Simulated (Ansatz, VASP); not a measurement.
**Pt in VASP and in Ansatz**

```
CELL_PARAMETERS angstrom
0.00000 1.98506 1.98506
1.98506 0.00000 1.98506
1.98506 1.98506 0.00000
ATOMIC_POSITIONS crystal
Pt 0.00000 0.00000 0.00000
```

Alike in both runs: task single point; functional PBE; k mesh 26 × 26 × 26; occupations gaussian, width 0.15 eV; no spin polarisation.

|  | VASP | Ansatz |
| --- | --- | --- |
| version | VASP 6.6.1 | Ansatz 0.2.0 |
| potentials or method | VASP PAW PBE potentials, release 64 (Pt), cutoff 520 eV | scalar-relativistic, plane waves, PAW |
| valence electrons in the cell | 10 | 18 |

```tsv
	VASP	Ansatz	Ansatz less VASP
gap on the k mesh at the Fermi level (eV)	none	none	-
pressure (GPa)	-0.4	0.1	+0.49
```

A gap of «none» marks a metal or a gap that the smearing closes. VASP's potentials hold 10 valence electrons a cell and Ansatz's 18, so a difference there can come from the potentials and not from the codes.

Spin-orbit coupling is off throughout.
